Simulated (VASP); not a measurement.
Set up this calculation in VASP 6.6.1, as the native input.

```
Task                   : relaxation of cell and atoms
Functional             : PBE
Potentials or basis    : VASP PAW PBE potentials, release 64 (Al, H)
Cutoff                 : 500 eV
k mesh                 : 6 × 6 × 6
Occupations            : gaussian, width 0.2 eV
Spin                   : no spin polarisation
Dipole correction      : no
Further INCAR settings : ALGO = Normal; EDIFF = 1e-07; IBRION = 2; EDIFFG = -0.08; NSW = 36; ISIF = 3
```

The structure of Al2H lies in POSCAR:

```
Al2H
1.0
    0.0000000000      2.6411161900      2.6411161900
    2.6411161900      0.0000000000      2.6411161900
    2.6411161900      2.6411161900      0.0000000000
Al H
2 1
Direct
    0.2500000000      0.2500000000      0.2500000000
    0.7500000000      0.7500000000      0.7500000000
    0.0000000000      0.0000000000      0.0000000000
```

The cell was generated, and may not be a known phase.

One way to write it, as run:

INCAR

```
SYSTEM = Al2H
ALGO = Normal ; EDIFF = 1E-7
EDIFFG = -0.08 ; ENCUT = 500
GGA = PE ; GGA_COMPAT = .FALSE.
IBRION = 2 ; ISIF = 3
ISMEAR = 0 ; LASPH = .TRUE.
LCHARG = .FALSE. ; LREAL = .FALSE.
LWAVE = .FALSE. ; NELM = 120
NELMIN = 4 ; NSW = 36
PREC = Accurate ; SIGMA = 0.2
```

KPOINTS

```
k-points
0
G
  6 6 6
  0 0 0
```

Potentials or basis: VASP PAW PBE potentials, release 64 (Al, H).

Run with:

```sh
$ cat potpaw_PBE.64/Al/POTCAR potpaw_PBE.64/H/POTCAR > POTCAR
$ mpirun -np 1 vasp_std > vasp.out
```

Results of the run:

* Relaxed volume: 13.86 Å³/atom
* Relaxed cell: a = 3.889 Å, b = 3.889 Å, c = 3.889 Å, α = 60.00°, β = 60.00°, γ = 60.00°
* Space group after relaxing (to 0.1 Å): Fm-3m (No. 225)
* Energy gained by relaxing: 36.9 meV/atom
* Ionic steps: 3
* Pressure after relaxing: -0.2 GPa
* Band gap on the k mesh: zero (an odd number of electrons rules out a gap without spin polarisation)

It took 19 s on 1 thread of Intel Xeon 8259CL (shared host), peak memory 0.15 GiB.
